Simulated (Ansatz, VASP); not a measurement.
One calculation of Ru, two programs

```
Ru
1.0
     3.28922    1.89903    5.82512
    -3.28922    1.89903    5.82512
     0.00000   -3.79807    5.82512
Ru
12
Cartesian
  -2.0278 1.1707 3.9221
  0.0000 -2.3415 3.9221
  2.0278 1.1707 3.9221
  2.0278 -1.1707 13.5532
  -2.0278 -1.1707 13.5532
  0.0000 2.3415 13.5532
  -1.2387 0.7152 6.2645
  0.0000 -1.4303 6.2645
  1.2387 0.7152 6.2645
  1.2387 -0.7152 11.2109
  -1.2387 -0.7152 11.2109
  0.0000 1.4303 11.2109
```

Alike in both runs: functional PBEsol; k mesh 3 × 3 × 3; occupations gaussian, width 0.1 eV; no spin polarisation.

Ansatz relaxed the structure, and its values are those at the end. VASP's run is a single point on that final structure, the one shown.

|  | VASP | Ansatz |
| --- | --- | --- |
| version | VASP 6.6.1 | Ansatz 0.2.0 |
| potentials or method | VASP PAW PBE potentials, release 64 (Ru_pv), cutoff 520 eV | scalar-relativistic, plane waves, PAW |
| valence electrons in the cell | 168 | 192 |

VASP gave:

- gap on the k mesh at the Fermi level (eV): none
- pressure (GPa): 0.3
- rms of the force components (eV/Å): 0.068

**Question.** Which values does Ansatz return?

**Answer.** gap on the k mesh at the Fermi level (eV): none; pressure (GPa): 0.0; rms of the force components (eV/Å): 0.005.

VASP's potentials were made for PBE, not for PBEsol. A gap of «none» marks a metal or a gap that the smearing closes. VASP's potentials hold 168 valence electrons a cell and Ansatz's 192, so a difference there can come from the potentials and not from the codes.

The k mesh is coarse, so the values compare programs but aren't converged.
